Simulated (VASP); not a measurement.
# Cd2Se5 (P4mm) in VASP: single point with PBE

Aim: the single point of Cd2Se5 with PBE.

All numbers are computed with VASP 6.6.1; they aren't measurements. Logs are shortened: lines on timing, memory, paths and dates and some standing lists are left out, and cuts for length are marked.

### Step 1. The cell of the first run

The structure is tetragonal, space group P4mm (No. 99). The conventional cell has a = 5.305 Å, b = 5.305 Å, c = 7.593 Å, α = 90.00°, β = 90.00°, γ = 90.00°. Within 3.6 Å of Cd (site symmetry 2mm) lie 6 Se at 2.74 to 3.45 Å. Within 3.4 Å of Se (site symmetry m) lie 4 Se at 2.60 to 2.71 Å. Se (site symmetry 4mm) has 4 Cd at 2.74 Å within 3.6 Å.

### Step 2. Single point, PBE

The input, INCAR:

```
PREC = Accurate
ENCUT = 500
EDIFF = 1E-6
ISMEAR = 0
SIGMA = 0.2
LREAL = F
LASPH = T
NELM = 120
ALGO = Normal
ISIF = 2
LWAVE = F
LCHARG = T
GGA = PE
LELF = T
LVHAR = T
NBANDS = 36
GGA_COMPAT = F
```

The input, KPOINTS:

```
regular mesh
0
Gamma
  3 3 2
```

The input, POSCAR:

```
Cd2Se5
1.0
    5.3049967050      0.0000000000      0.0000000000
    0.0000000000      5.3049967050      0.0000000000
    0.0000000000      0.0000000000      7.5928468079
Cd Se
2 5
Direct
    0.5000000000      0.0000000000      0.7380564305
    0.0000000000      0.5000000000      0.7380564305
    0.7553302440      0.7553302440      0.1187497706
    0.2446697560      0.2446697560      0.1187497706
    0.2446697560      0.7553302440      0.1187497706
    0.7553302440      0.2446697560      0.1187497706
    0.0000000000      0.0000000000      0.6467652764
```

Potentials or basis: VASP PAW PBE potentials, release 64 (Cd, Se).

Started as:

```console
$ cat potpaw_PBE.64/Cd/POTCAR potpaw_PBE.64/Se/POTCAR > POTCAR
$ mpirun -np 1 vasp_std > vasp.out
```

OUTCAR:

```text
PREC = Accurate
   ENCUT = 500
   EDIFF = 1E-6
   ISMEAR = 0
   LREAL = F
   LASPH = T
   NELM = 120
   ISIF = 2
   GGA = PE

 ion  position               nearest neighbor table
   1  0.500  0.000  0.738-   7 2.74   7 2.74   2 3.75   2 3.75   2 3.75   2 3.75
   2  0.000  0.500  0.738-   7 2.74   7 2.74   1 3.75   1 3.75   1 3.75   1 3.75
   3  0.755  0.755  0.119-   5 2.60   6 2.60   6 2.71   5 2.71
   4  0.245  0.245  0.119-   5 2.60   6 2.60   6 2.71   5 2.71
   5  0.245  0.755  0.119-   3 2.60   4 2.60   3 2.71   4 2.71
   6  0.755  0.245  0.119-   3 2.60   4 2.60   3 2.71   4 2.71
   7  0.000  0.000  0.647-   1 2.74   2 2.74   2 2.74   1 2.74

  LATTYP: Found a simple tetragonal cell.
 ALAT       =     5.3049967050
 C/A-ratio  =     1.4312632467

  Lattice vectors:

 A1 = (   5.3049967050,   0.0000000000,   0.0000000000)
 A2 = (   0.0000000000,   5.3049967050,   0.0000000000)
 A3 = (   0.0000000000,   0.0000000000,   7.5928468079)

Analysis of symmetry for initial positions (statically):
=====================================================================
 Subroutine PRICEL returns:
 Original cell was already a primitive cell.

 Routine SETGRP: Setting up the symmetry group for a
 simple tetragonal supercell.

 Subroutine GETGRP returns: Found  8 space group operations
 (whereof  8 operations were pure point group operations)
 out of a pool of 16 trial point group operations.

The static configuration has the point symmetry C_4v.

Analysis of symmetry for dynamics (positions and initial velocities):
=====================================================================
 Subroutine PRICEL returns:
 Original cell was already a primitive cell.

 Routine SETGRP: Setting up the symmetry group for a
 simple tetragonal supercell.

 Subroutine GETGRP returns: Found  8 space group operations
 (whereof  8 operations were pure point group operations)
 out of a pool of 16 trial point group operations.

The dynamic configuration has the point symmetry C_4v.

 Subroutine INISYM returns: Found  8 space group operations
 (whereof  8 operations are pure point group operations),
 and found     1 'primitive' translations

----------------------------------------------------------------------------------------

                                     Primitive cell

  volume of cell :     213.6854

  direct lattice vectors                    reciprocal lattice vectors
     5.304996705  0.000000000  0.000000000     0.188501531  0.000000000  0.000000000
     0.000000000  5.304996705  0.000000000     0.000000000  0.188501531  0.000000000
     0.000000000  0.000000000  7.592846808     0.000000000  0.000000000  0.131702907

  length of vectors
     5.304996705  5.304996705  7.592846808     0.188501531  0.188501531  0.131702907

  position of ions in fractional coordinates (direct lattice)
     0.500000000  0.000000000  0.738056431
     0.000000000  0.500000000  0.738056431
     0.755330244  0.755330244  0.118749771
     0.244669756  0.244669756  0.118749771
     0.244669756  0.755330244  0.118749771
     0.755330244  0.244669756  0.118749771
     0.000000000  0.000000000  0.646765276

  ion indices of the primitive-cell ions
   primitive index   ion index
                 1           1
                 2           2
                 3           3
                 4           4
                 5           5
                 6           6
                 7           7

----------------------------------------------------------------------------------------

 KPOINTS: regular mesh

Automatic generation of k-mesh.
 Grid dimensions read from file:
 generate k-points for:    3    3    2

 Generating k-lattice:

  Cartesian coordinates                     Fractional coordinates (reciprocal lattice)
     0.062833844  0.000000000  0.000000000     0.333333333  0.000000000  0.000000000
     0.000000000  0.062833844  0.000000000     0.000000000  0.333333333  0.000000000
     0.000000000  0.000000000  0.065851454     0.000000000  0.000000000  0.500000000

  Length of vectors
     0.062833844  0.062833844  0.065851454

  Shift w.r.t. Gamma in fractional coordinates (k-lattice)
     0.000000000  0.000000000  0.000000000

 Subroutine IBZKPT returns following result:
 ===========================================

 Found      6 irreducible k-points:

 Following reciprocal coordinates:
            Coordinates               Weight
  0.000000  0.000000  0.000000      1.000000
  0.333333  0.000000  0.000000      4.000000
  0.333333  0.333333  0.000000      4.000000
  0.000000  0.000000  0.500000      1.000000
  0.333333  0.000000  0.500000      4.000000
  0.333333  0.333333  0.500000      4.000000
   k-points           NKPTS =      6   k-points in BZ     NKDIM =      6   number of bands    NBANDS=     36
   number of dos      NEDOS =    301   number of ions     NIONS =      7
   total plane-waves  NPLWV =  89600
   dimension x,y,z NGX =    40 NGY =   40 NGZ =   56
   dimension x,y,z NGXF=    80 NGYF=   80 NGZF=  112
   ions per type =               2   5
   NGX,Y,Z   is equivalent  to a cutoff of  12.54, 12.54, 12.26 a.u.
   NGXF,Y,Z  is equivalent  to a cutoff of  25.07, 25.07, 24.52 a.u.
 SYSTEM =  unknown system
   PREC   = accura    normal or accurate (medium, high low for compatibility)
   ISTART =      0    job   : 0-new  1-cont  2-samecut
   ICHARG =      2    charge: 1-file 2-atom 10-const
   ISPIN  =      1    spin polarized calculation?
   LNONCOLLINEAR =      F non collinear calculations
   LSORBIT =      F    spin-orbit coupling
   LASPH  =      T    aspherical Exc in radial PAW
   ENCUT  =  500.0 eV  36.75 Ry    6.06 a.u.   9.67  9.67 13.84*2*pi/ulx,y,z
   NELM   =    120;   NELMIN=  2; NELMDL= -5     # of ELM steps
   EDIFF  = 0.1E-05   stopping-criterion for ELM
   LREAL  =      F    real-space projection
   EDIFFG = 0.1E-04   stopping-criterion for IOM
   NSW    =      0    number of steps for IOM
   IBRION =     -1    ionic relax: 0-MD 1-quasi-New 2-CG
   NFREE  =      0    steps in history (QN), initial steepest desc. (CG)
   ISIF   =      2    stress and relaxation
   ISYM   =      2    0-nonsym 1-usesym 2-fastsym
   POTIM  = 0.5000    time-step for ionic-motion
   TEBEG  =    0.0;   TEEND  =   0.0 temperature during run
   PSTRESS=    0.0 pullay stress
   NELECT =      54.0000    total number of electrons
   NUPDOWN=      -1.0000    fix difference up-down
   EMIN   =  10.00;   EMAX   =-10.00  energy-range for DOS
   EFERMI =   0.00;   METHOD = LEGACY
   ISMEAR =     0;   SIGMA  =   0.20  broadening in eV -4-tet -1-fermi 0-gaus
   EFERMI_NEDOS =   21; number of points for ismear=-14 and -15
   IALGO  =     38    algorithm
   IMIX   =      4    mixing-type and parameters
     AMIX     =   0.40;   BMIX     =  1.00
     AMIX_MAG =   1.60;   BMIX_MAG =  1.00
  volume/ion in A,a.u.               =      30.53       206.00
  Fermi-wavevector in a.u.,A,eV,Ry     =   1.035018  1.955900 14.575401  1.071262
  Thomas-Fermi vector in A             =   2.169341
   LORBIT       =      0    0 simple, 1 ext, 2 COOP (PROOUT), +10 PAW based schemes
   GGA     = PE    functional components
   LHFCALC =     F    Hartree Fock is set to
   AEXX    =    0.0000 exact exchange contribution
   IVDW    =     0    specifies the selected vdW correction
   LEPSILON=     F    determine dielectric tensor
   LRPA    =     F    only Hartree local field effects (RPA)
 non-spin polarized calculation
 Gauss-broadening in eV      SIGMA  =   0.20
  energy-cutoff  :      500.00
  volume of cell :      213.69
 maximum number of plane-waves:      5463
 NGX is ok and might be reduce to    40
   NGX = 19   NGY = 19   NGZ = 27

 number of electron      54.0000021 magnetization

 Free energy of the ion-electron system (eV)
  ---------------------------------------------------
  ext. energy  EPLUGINS =         0.00000000
  ---------------------------------------------------
  free energy    TOTEN  =       -18.17715145 eV

  energy without entropy =      -18.04847751  energy(sigma->0) =      -18.11281448

 E-fermi :   1.5623     XC(G=0):  -8.3895

 val. band max:        1.5422284522   @ k =   0.3333   0.3333   0.5000
 cond. band min:       2.0886326216   @ k =   0.3333   0.3333   0.0000
 fundamental gap:      0.5464041694
 Fermi energy:         1.5623258152

 k-point     1 :       0.0000    0.0000    0.0000
  band No.  band energies     occupation
      1     -14.1870      2.00000
      2     -11.2418      2.00000
      3     -11.2418      2.00000
      4     -11.2301      2.00000
      5      -8.1504      2.00000
      6      -6.8144      2.00000
[... 28 lines left out ...]
     35       6.2424      0.00000
     36       6.5760      0.00000

 k-point     2 :       0.3333    0.0000    0.0000
  band No.  band energies     occupation
      1     -13.7014      2.00000
      2     -12.3184      2.00000
      3     -11.1163      2.00000
      4     -10.7504      2.00000
      5      -9.3153      2.00000
      6      -6.8012      2.00000
[... 28 lines left out ...]
     35       5.8916      0.00000
     36       6.3934      0.00000

 k-point     3 :       0.3333    0.3333    0.0000
  band No.  band energies     occupation
      1     -13.2157      2.00000
      2     -11.8383      2.00000
      3     -11.8247      2.00000
      4     -10.9983      2.00000
      5     -10.4244      2.00000
      6      -6.8795      2.00000
[... 28 lines left out ...]
     35       6.2905      0.00000
     36       7.5978      0.00000

 k-point     4 :       0.0000    0.0000    0.5000
  band No.  band energies     occupation
      1     -14.1850      2.00000
      2     -11.2419      2.00000
      3     -11.2419      2.00000
      4     -11.2370      2.00000
      5      -8.1499      2.00000
      6      -6.8153      2.00000
[... 28 lines left out ...]
     35       6.2476      0.00000
     36       6.5860      0.00000

 k-point     5 :       0.3333    0.0000    0.5000
  band No.  band energies     occupation
      1     -13.6993      2.00000
      2     -12.3170      2.00000
      3     -11.1243      2.00000
      4     -10.7506      2.00000
      5      -9.3154      2.00000
      6      -6.8001      2.00000
[... 28 lines left out ...]
     35       5.9829      0.00000
     36       6.3934      0.00000

 k-point     6 :       0.3333    0.3333    0.5000
  band No.  band energies     occupation
      1     -13.2135      2.00000
      2     -11.8376      2.00000
      3     -11.8219      2.00000
      4     -11.0078      2.00000
      5     -10.4248      2.00000
      6      -6.8779      2.00000
[... 28 lines left out ...]
     35       5.6530      0.00000
     36       8.0366      0.00000

------------------------ aborting loop because EDIFF is reached ----------------------------------------

  FORCE on cell =-STRESS in cart. coord.  units (eV):
  Direction    XX          YY          ZZ          XY          YZ          ZX
  --------------------------------------------------------------------------------------
  -------------------------------------------------------------------------------------
  Total        0.8115324      0.8115324      0.4774380      0.0000000     -0.0000000      0.0000000
  in kB        6.0847333      6.0847333      3.5797500      0.0000000     -0.0000000      0.0000000
  external PRESSURE =       5.2497389 kB  Pullay stress =       0.0000000 kB

 VOLUME and BASIS-vectors are now :
 -----------------------------------------------------------------------------
  energy-cutoff  :      500.00
  volume of cell :      213.69
      direct lattice vectors                 reciprocal lattice vectors
     5.304996705  0.000000000  0.000000000     0.188501531  0.000000000  0.000000000
     0.000000000  5.304996705  0.000000000     0.000000000  0.188501531  0.000000000
     0.000000000  0.000000000  7.592846808     0.000000000  0.000000000  0.131702907

 POSITION                                       TOTAL-FORCE (eV/Angst)
 -----------------------------------------------------------------------------------
      2.65250      0.00000      5.60395         0.000000      0.000000     -0.023885
      0.00000      2.65250      5.60395         0.000000      0.000000     -0.023885
      4.00702      4.00702      0.90165        -0.020789     -0.020789      0.011739
      1.29797      1.29797      0.90165         0.020789      0.020789      0.011739
      1.29797      4.00702      0.90165         0.020789     -0.020789      0.011739
      4.00702      1.29797      0.90165        -0.020789      0.020789      0.011739
      0.00000      0.00000      4.91079         0.000000      0.000000      0.000814
 -----------------------------------------------------------------------------------
    total drift:                               -0.000000     -0.000000     -0.001502

  FREE ENERGIE OF THE ION-ELECTRON SYSTEM (eV)
  ---------------------------------------------------
  free  energy   TOTEN  =       -18.1771514458 eV

  energy  without entropy=      -18.0484775149  energy(sigma->0) =      -18.11281448
```

Wall time 67 s (1 thread of Intel Xeon 6975P-C, shared host); peak memory 0.28 GiB.

What came out:

| Quantity | Value |
| --- | --- |
| Free energy | -18.1772 eV |
| Pressure | 0.5 GPa |
| Largest force | 0.032 eV/Å |
| Band gap on the k mesh | zero (band 27 reaches 1.54 eV, above the bottom of band 28 at 1.53 eV) |

Forces in eV/Å, atoms in the order of the input:
```
Cd   0.000  0.000 -0.024
Cd   0.000  0.000 -0.024
Se  -0.021 -0.021  0.012
Se   0.021  0.021  0.012
Se   0.021 -0.021  0.012
Se  -0.021  0.021  0.012
Se   0.000  0.000  0.001
```

Stress tensor (GPa, compression positive):
```
0.61 0.00 0.00
0.00 0.61 0.00
0.00 0.00 0.36
```

Levels at points of the mesh, in eV from the Fermi level:
| k point | band 24 | band 25 | band 26 | band 27 | band 28 | band 29 | band 30 | band 31 |
| --- | --- | --- | --- | --- | --- | --- | --- | --- |
| (0.00, 0.00, 0.00) | -1.52 | -1.52 | -0.79 | -0.19 | 0.80 | 3.47 | 3.47 | 3.62 |
| (0.00, 0.00, 0.50) | -1.35 | -1.35 | -0.62 | -0.29 | 0.80 | 3.20 | 3.47 | 3.47 |

Caveat: the k points lie up to 0.41 Å⁻¹ apart.
